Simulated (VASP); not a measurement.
# TePb (Fm-3m) in VASP: a series of runs, part 2 of 2

VASP 6.6.1. The steps go on from the part before.

**5. Single point, PBE**

This run uses another cell than the first one, of 32.89 Å³/atom, 1.083 times its volume.

Contents of INCAR:

```
ALGO = Normal
EDIFF = 1E-6
ENCUT = 520
GGA = PE
ISIF = 2
ISMEAR = 0
LASPH = T
LCHARG = F
LREAL = F
LWAVE = F
NBANDS = 17
NELM = 80
PREC = Accurate
SIGMA = 0.01
```

Contents of KPOINTS:

```
k-points
0
Gamma
  5 5 5
```

Contents of POSCAR:

```
TePb
1.0
    0.0000000000      3.2038474558      3.2038474558
    3.2038474558      0.0000000000      3.2038474558
    3.2038474558      3.2038474558      0.0000000000
Te Pb
1 1
Direct
    0.5000000000      0.5000000000      0.5000000000
    0.0000000000      0.0000000000      0.0000000000
```

Potentials or basis: VASP PAW PBE potentials, release 64 (Te, Pb_d).

Started as:

```sh
$ cat potpaw_PBE.64/Te/POTCAR potpaw_PBE.64/Pb_d/POTCAR > POTCAR
$ mpirun -np 1 vasp_std > vasp.out
```

OUTCAR:

```text
EDIFF = 1E-6
   ENCUT = 520
   GGA = PE
   ISIF = 2
   ISMEAR = 0
   LASPH = T
   LREAL = F
   NELM = 80
   PREC = Accurate

 ion  position               nearest neighbor table
   1  0.500  0.500  0.500-   2 3.20   2 3.20   2 3.20   2 3.20   2 3.20   2 3.20
   2  0.000  0.000  0.000-   1 3.20   1 3.20   1 3.20   1 3.20   1 3.20   1 3.20

  LATTYP: Found a face centered cubic cell.
 ALAT       =     6.4076949116

  Lattice vectors:

 A1 = (   0.0000000000,   3.2038474558,   3.2038474558)
 A2 = (   3.2038474558,   0.0000000000,   3.2038474558)
 A3 = (   3.2038474558,   3.2038474558,   0.0000000000)

Analysis of symmetry for initial positions (statically):
=====================================================================
 Subroutine PRICEL returns:
 Original cell was already a primitive cell.

 Routine SETGRP: Setting up the symmetry group for a
 face centered cubic supercell.

 Subroutine GETGRP returns: Found 48 space group operations
 (whereof 48 operations were pure point group operations)
 out of a pool of 48 trial point group operations.

The static configuration has the point symmetry O_h .

Analysis of symmetry for dynamics (positions and initial velocities):
=====================================================================
 Subroutine PRICEL returns:
 Original cell was already a primitive cell.

 Routine SETGRP: Setting up the symmetry group for a
 face centered cubic supercell.

 Subroutine GETGRP returns: Found 48 space group operations
 (whereof 48 operations were pure point group operations)
 out of a pool of 48 trial point group operations.

The dynamic configuration has the point symmetry O_h .

 Subroutine INISYM returns: Found 48 space group operations
 (whereof 48 operations are pure point group operations),
 and found     1 'primitive' translations

----------------------------------------------------------------------------------------

                                     Primitive cell

  volume of cell :      65.7727

  direct lattice vectors                    reciprocal lattice vectors
     0.000000000  3.203847456  3.203847456    -0.156062362  0.156062362  0.156062362
     3.203847456  0.000000000  3.203847456     0.156062362 -0.156062362  0.156062362
     3.203847456  3.203847456  0.000000000     0.156062362  0.156062362 -0.156062362

  length of vectors
     4.530924524  4.530924524  4.530924524     0.270307939  0.270307939  0.270307939

  position of ions in fractional coordinates (direct lattice)
     0.500000000  0.500000000  0.500000000
     0.000000000  0.000000000  0.000000000

  ion indices of the primitive-cell ions
   primitive index   ion index
                 1           1
                 2           2

----------------------------------------------------------------------------------------

 KPOINTS: k-points

Automatic generation of k-mesh.
 Grid dimensions read from file:
 generate k-points for:    5    5    5

 Generating k-lattice:

  Cartesian coordinates                     Fractional coordinates (reciprocal lattice)
    -0.031212472  0.031212472  0.031212472     0.200000000  0.000000000  0.000000000
     0.031212472 -0.031212472  0.031212472     0.000000000  0.200000000  0.000000000
     0.031212472  0.031212472 -0.031212472     0.000000000  0.000000000  0.200000000

  Length of vectors
     0.054061588  0.054061588  0.054061588

  Shift w.r.t. Gamma in fractional coordinates (k-lattice)
     0.000000000  0.000000000  0.000000000

 Subroutine IBZKPT returns following result:
 ===========================================

 Found     10 irreducible k-points:

 Following reciprocal coordinates:
            Coordinates               Weight
  0.000000  0.000000  0.000000      1.000000
  0.200000  0.000000  0.000000      8.000000
  0.400000  0.000000  0.000000      8.000000
  0.200000  0.200000  0.000000      6.000000
  0.400000  0.200000  0.000000     24.000000
 -0.400000  0.200000  0.000000     24.000000
 -0.200000  0.200000  0.000000     12.000000
  0.400000  0.400000  0.000000      6.000000
 -0.400000  0.400000  0.000000     12.000000
 -0.400000  0.400000  0.200000     24.000000
   k-points           NKPTS =     10   k-points in BZ     NKDIM =     10   number of bands    NBANDS=     17
   number of dos      NEDOS =    301   number of ions     NIONS =      2
   total plane-waves  NPLWV =  46656
   dimension x,y,z NGX =    36 NGY =   36 NGZ =   36
   dimension x,y,z NGXF=    72 NGYF=   72 NGZF=   72
   ions per type =               1   1
   NGX,Y,Z   is equivalent  to a cutoff of  13.21, 13.21, 13.21 a.u.
   NGXF,Y,Z  is equivalent  to a cutoff of  26.42, 26.42, 26.42 a.u.
 SYSTEM =  unknown system
   PREC   = accura    normal or accurate (medium, high low for compatibility)
   ISTART =      0    job   : 0-new  1-cont  2-samecut
   ICHARG =      2    charge: 1-file 2-atom 10-const
   ISPIN  =      1    spin polarized calculation?
   LNONCOLLINEAR =      F non collinear calculations
   LSORBIT =      F    spin-orbit coupling
   LASPH  =      T    aspherical Exc in radial PAW
   ENCUT  =  520.0 eV  38.22 Ry    6.18 a.u.   8.42  8.42  8.42*2*pi/ulx,y,z
   NELM   =     80;   NELMIN=  2; NELMDL= -5     # of ELM steps
   EDIFF  = 0.1E-05   stopping-criterion for ELM
   LREAL  =      F    real-space projection
   EDIFFG = 0.1E-04   stopping-criterion for IOM
   NSW    =      0    number of steps for IOM
   IBRION =     -1    ionic relax: 0-MD 1-quasi-New 2-CG
   NFREE  =      0    steps in history (QN), initial steepest desc. (CG)
   ISIF   =      2    stress and relaxation
   ISYM   =      2    0-nonsym 1-usesym 2-fastsym
   POTIM  = 0.5000    time-step for ionic-motion
   TEBEG  =    0.0;   TEEND  =   0.0 temperature during run
   PSTRESS=    0.0 pullay stress
   NELECT =      20.0000    total number of electrons
   NUPDOWN=      -1.0000    fix difference up-down
   EMIN   =  10.00;   EMAX   =-10.00  energy-range for DOS
   EFERMI =   0.00;   METHOD = LEGACY
   ISMEAR =     0;   SIGMA  =   0.01  broadening in eV -4-tet -1-fermi 0-gaus
   EFERMI_NEDOS =   21; number of points for ismear=-14 and -15
   IALGO  =     38    algorithm
   IMIX   =      4    mixing-type and parameters
     AMIX     =   0.40;   BMIX     =  1.00
     AMIX_MAG =   1.60;   BMIX_MAG =  1.00
  volume/ion in A,a.u.               =      32.89       221.93
  Fermi-wavevector in a.u.,A,eV,Ry     =   1.100871  2.080344 16.489124  1.211916
  Thomas-Fermi vector in A             =   2.237289
   LORBIT       =      0    0 simple, 1 ext, 2 COOP (PROOUT), +10 PAW based schemes
   GGA     = PE    functional components
   LHFCALC =     F    Hartree Fock is set to
   AEXX    =    0.0000 exact exchange contribution
   IVDW    =     0    specifies the selected vdW correction
   LEPSILON=     F    determine dielectric tensor
   LRPA    =     F    only Hartree local field effects (RPA)
 non-spin polarized calculation
 Gauss-broadening in eV      SIGMA  =   0.01
  energy-cutoff  :      520.00
  volume of cell :       65.77
 maximum number of plane-waves:      1807
 NGX is ok and might be reduce to    36
   NGX = 17   NGY = 17   NGZ = 17

 number of electron      20.0000000 magnetization

 Free energy of the ion-electron system (eV)
  ---------------------------------------------------
  ext. energy  EPLUGINS =         0.00000000
  ---------------------------------------------------
  free energy    TOTEN  =        -7.47373014 eV

  energy without entropy =       -7.47373014  energy(sigma->0) =       -7.47373014

 E-fermi :   5.8490     XC(G=0):  -9.4166

 val. band max:        5.7769924225   @ k =  -0.2000   0.2000   0.0000
 cond. band min:       6.9655625196   @ k =   0.4000   0.0000   0.0000
 fundamental gap:      1.1885700971
 Fermi energy:         5.8489931265

 k-point     1 :       0.0000    0.0000    0.0000
  band No.  band energies     occupation
      1     -10.8106      2.00000
      2     -10.8106      2.00000
      3     -10.7991      2.00000
      4     -10.7991      2.00000
      5     -10.7991      2.00000
      6      -6.2784      2.00000
[... 9 lines left out ...]
     16      11.6914      0.00000
     17      13.2296      0.00000
[... 161 lines left out ...]
 k-point    10 :      -0.4000    0.4000    0.2000
  band No.  band energies     occupation
      1     -10.8565      2.00000
      2     -10.8129      2.00000
      3     -10.7965      2.00000
      4     -10.7844      2.00000
      5     -10.7734      2.00000
      6      -4.5130      2.00000
[... 9 lines left out ...]
     16      16.1105      0.00000
     17      16.1299      0.00000

------------------------ aborting loop because EDIFF is reached ----------------------------------------

  FORCE on cell =-STRESS in cart. coord.  units (eV):
  Direction    XX          YY          ZZ          XY          YZ          ZX
  --------------------------------------------------------------------------------------
  -------------------------------------------------------------------------------------
  Total        1.3756493      1.3756493      1.3756493     -0.0000000      0.0000000     -0.0000000
  in kB       33.5098761     33.5098761     33.5098761     -0.0000000      0.0000000     -0.0000000
  external PRESSURE =      33.5098761 kB  Pullay stress =       0.0000000 kB

 VOLUME and BASIS-vectors are now :
 -----------------------------------------------------------------------------
  energy-cutoff  :      520.00
  volume of cell :       65.77
      direct lattice vectors                 reciprocal lattice vectors
     0.000000000  3.203847456  3.203847456    -0.156062362  0.156062362  0.156062362
     3.203847456  0.000000000  3.203847456     0.156062362 -0.156062362  0.156062362
     3.203847456  3.203847456  0.000000000     0.156062362  0.156062362 -0.156062362

 POSITION                                       TOTAL-FORCE (eV/Angst)
 -----------------------------------------------------------------------------------
      3.20385      3.20385      3.20385         0.000000      0.000000      0.000000
      0.00000      0.00000      0.00000        -0.000000     -0.000000     -0.000000
 -----------------------------------------------------------------------------------
    total drift:                               -0.000000      0.000000      0.000000

  FREE ENERGIE OF THE ION-ELECTRON SYSTEM (eV)
  ---------------------------------------------------
  free  energy   TOTEN  =        -7.4737301395 eV

  energy  without entropy=       -7.4737301395  energy(sigma->0) =       -7.47373014
```

OSZICAR:

```text
N       E                     dE             d eps       ncg     rms          rms(c)
DAV:   1     0.150004817767E+03    0.15000E+03   -0.89363E+03   340   0.113E+03
DAV:   2     0.293704982303E+01   -0.14707E+03   -0.14168E+03   351   0.294E+02
DAV:   3    -0.726237310060E+01   -0.10199E+02   -0.10147E+02   431   0.832E+01
DAV:   4    -0.757253527052E+01   -0.31016E+00   -0.30998E+00   439   0.159E+01
DAV:   5    -0.758457338582E+01   -0.12038E-01   -0.12038E-01   480   0.284E+00    0.362E+00
DAV:   6    -0.747544170930E+01    0.10913E+00   -0.23708E-01   497   0.347E+00    0.224E+00
DAV:   7    -0.747222070382E+01    0.32210E-02   -0.79306E-02   430   0.141E+00    0.936E-01
DAV:   8    -0.747376452943E+01   -0.15438E-02   -0.92743E-03   442   0.977E-01    0.146E-01
DAV:   9    -0.747370012909E+01    0.64400E-04   -0.10768E-03   518   0.366E-01    0.602E-02
DAV:  10    -0.747372428890E+01   -0.24160E-04   -0.13804E-04   403   0.956E-02    0.185E-02
DAV:  11    -0.747373019893E+01   -0.59100E-05   -0.34731E-05   438   0.482E-02    0.178E-02
DAV:  12    -0.747373013954E+01    0.59391E-07   -0.18263E-06   378   0.854E-03
   1 F= -.74737301E+01 E0= -.74737301E+01  d E =-.165747E-25
```

Run time: 14 s. Hardware: 1 thread of AMD EPYC 7R13 (Zen 3), shared host; peak memory 0.18 GiB.

What came out:

```
Free energy : -7.4737 eV
Pressure    : 3.4 GPa
```

Caveat: this odd mesh misses L, where the gap lies, so gap, dielectric constants and Born charges aren't listed; spin-orbit coupling is left out, which moves the levels of the heavy elements.

**6. Overview**

| cell | pressure (GPa) |
| --- | --- |
| a = 4.412 Å, angles 60.0°, 2 atoms | 8.4 |
| a = 4.452 Å, angles 60.0°, 2 atoms | 6.5 |
| a = 4.492 Å, angles 60.0°, 2 atoms | 4.8 |
| a = 4.531 Å, angles 60.0°, 2 atoms | 3.4 |

Alike in all rows: task single point; level PBE; potentials or basis VASP PAW PBE potentials, release 64 (Te, Pb_d); no spin polarisation; k mesh 5 × 5 × 5; cutoff (eV) 520; smearing gaussian 0.01 eV.

Caveats: spin-orbit coupling is left out, which moves the levels of the heavy elements.

Total energies depend on the potentials used, so only differences within one code and one set of settings carry meaning.
